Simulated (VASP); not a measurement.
# BH11C20 in VASP: a series of runs, part 2 of 2

VASP 6.6.1.

### Step 3. Single point, LDA

Contents of INCAR:

```
SYSTEM = BH11C20
PREC = Accurate
ENCUT = 520
EDIFF = 1E-7
ISMEAR = -1
SIGMA = 0.02
LREAL = Auto
LASPH = .True.
NELM = 60
ALGO = Normal
ISIF = 2
LWAVE = .False.
LCHARG = .False.
NBANDS = 69
```

Contents of KPOINTS:

```
Automatic mesh
0
Gamma
  2 2 1
  0 0 0
```

Contents of POSCAR:

```
BH11C20
1.0
    5.0487420000      0.0000000000      0.0000000000
    0.0000000000      5.0487420000      0.0000000000
    0.0000000000      0.0000000000     15.1647000000
H C B
11 20 1
Direct
    0.4277897346      0.0000000000      0.0659426167
    0.0722160095      0.0000000000      0.0659426167
    0.9277954786      0.0000000000      0.0659426167
    0.5722217535      0.0000000000      0.0659426167
    0.4277897346      0.5000057440      0.0659426167
    0.0722160095      0.5000057440      0.0659426167
    0.9277954786      0.5000057440      0.0659426167
    0.5722217535      0.5000057440      0.0659426167
    0.0378510132      0.7368766318      0.4241560994
   -0.2554893873     -0.0028323887      0.4001397983
    0.2737117484     -0.0192325138      0.3940994547
    0.2500028720      0.0000000000      0.1077963956
    0.7500086160      0.0000000000      0.1077963956
    0.2500028720      0.5000057440      0.1077963956
    0.7500086160      0.5000057440      0.1077963956
    0.2500028720      0.2500028720      0.1666501810
    0.7500086160      0.2500028720      0.1666501810
    0.2500028720      0.7500086160      0.1666501810
    0.7500086160      0.7500086160      0.1666501810
    0.0068531923      0.2499632582      0.2173930246
    0.5061855013      0.2470318349      0.2206901554
    0.0034662100      0.7595159349      0.2261370156
    0.5067797087      0.7560101110      0.2319333716
   -0.0033275616      0.0123793214      0.2795901007
    0.5054526454      0.0166180011      0.2809946784
    0.0117256933      0.4834471637      0.2733519292
    0.5044226859      0.4745142453      0.2888616326
    0.2473091317      0.0807131757      0.3340850792
    0.7527419702      0.0941620705      0.3345466775
    0.2484975465      0.3848879582      0.3400792630
    0.7655966575      0.4052494661      0.3367030010
    0.0178262228      0.5293595910      0.3875381643
```

Potentials or basis: VASP PAW LDA potentials, release 64 (H, C, B).

The run is started by

```console
$ cat potpaw_LDA.64/H/POTCAR potpaw_LDA.64/C/POTCAR potpaw_LDA.64/B/POTCAR > POTCAR
$ mpirun -np 1 vasp_std > vasp.out
```

OUTCAR:

```text
SYSTEM = BH11C20
   PREC = Accurate
   ENCUT = 520
   EDIFF = 1E-7
   ISMEAR = -1
   LREAL = Auto
   LASPH = .True.
   NELM = 60
   ISIF = 2

 ion  position               nearest neighbor table
   1  0.428  0.000  0.066-   4 0.73  12 1.10
   2  0.072  0.000  0.066-   3 0.73  12 1.10
   3  0.928  0.000  0.066-   2 0.73  13 1.10
   4  0.572  0.000  0.066-   1 0.73  13 1.10
   5  0.428  0.500  0.066-   8 0.73  14 1.10
   6  0.072  0.500  0.066-   7 0.73  14 1.10
   7  0.928  0.500  0.066-   6 0.73  15 1.10
   8  0.572  0.500  0.066-   5 0.73  15 1.10
   9  0.038  0.737  0.424-  32 1.19
  10  0.745  0.997  0.400-  29 1.11
[... 508 lines left out ...]
  Total       62.4503593     -8.7337263      0.7938541     -1.3688985      0.3695764     -2.8821820
  in kB      258.8483165    -36.2001178      3.2904183     -5.6738997      1.5318444    -11.9462556
  external PRESSURE =      75.3128723 kB  Pullay stress =       0.0000000 kB

 VOLUME and BASIS-vectors are now :
 -----------------------------------------------------------------------------
  energy-cutoff  :      520.00
  volume of cell :      386.55
      direct lattice vectors                 reciprocal lattice vectors
     5.048742000  0.000000000  0.000000000     0.198069143  0.000000000  0.000000000
     0.000000000  5.048742000  0.000000000     0.000000000  0.198069143  0.000000000
     0.000000000  0.000000000 15.164700000     0.000000000  0.000000000  0.065942617

 POSITION                                       TOTAL-FORCE (eV/Angst)
 -----------------------------------------------------------------------------------
      2.15980      0.00000      1.00000        -9.055546     -0.015419      0.022336
      0.36460      0.00000      1.00000         9.050359     -0.050511      0.086377
      4.68420      0.00000      1.00000        -9.051132     -0.053317      0.089385
      2.88900      0.00000      1.00000         8.997920     -0.026227      0.060800
      2.15980      2.52440      1.00000        -9.044885      0.057863      0.091348
      0.36460      2.52440      1.00000         9.028454      0.052969      0.081061
[... 24 lines left out ...]
      3.86530      2.04600      5.10600         0.629825     -0.159257      0.566964
      0.09000      2.67260      5.87690        -0.736071     -0.666517      0.016301
 -----------------------------------------------------------------------------------
    total drift:                               -0.006699     -0.010530     -0.012974

  FREE ENERGIE OF THE ION-ELECTRON SYSTEM (eV)
  ---------------------------------------------------
  free  energy   TOTEN  =      -231.1372002297 eV

  energy  without entropy=     -231.1372002297  energy(sigma->0) =     -231.13720023
```

Run time: 5.6 min. Hardware: 1 thread of Oxide Virtual Turin-like, shared host; peak memory 0.34 GiB.

What came out:

```yaml
Free_energy: -231.1372 eV
Largest_force: 9.064 eV/Å
Band_gap_on_the_k_mesh: 2.07 eV, indirect (least direct gap 2.16 eV)
```

Forces on the atoms (eV/Å):
```
H   -9.056 -0.015  0.022
H    9.050 -0.051  0.086
H   -9.051 -0.053  0.089
H    8.998 -0.026  0.061
H   -9.045  0.058  0.091
H    9.028  0.053  0.081
H   -9.063  0.047  0.073
H    9.047  0.060  0.076
H   -0.245  0.101 -0.138
H    0.250  0.267 -0.097
H   -0.365 -0.556  1.791
C    0.360 -0.155  1.124
C   -0.238 -0.128  1.250
C    0.158  0.201  1.434
C   -0.189  0.176  1.335
C    1.634 -0.169 -4.199
C    0.585  0.202 -4.018
C    0.814  0.662 -0.217
C    0.126  0.100 -0.143
C   -1.277 -1.017  0.008
C   -1.066  0.821 -0.036
C   -0.170 -2.068 -0.563
C   -0.794 -1.764 -0.864
C    1.030  0.998  1.458
C   -0.664  0.381  0.910
C   -1.134  0.724  1.999
C    0.363  1.700  0.583
C    0.855  0.287 -2.223
C    0.166 -1.148 -0.130
C   -0.001  1.138 -0.427
C    0.630 -0.159  0.567
B   -0.736 -0.667  0.016
```

Caveat: the k points lie up to 0.62 Å⁻¹ apart.
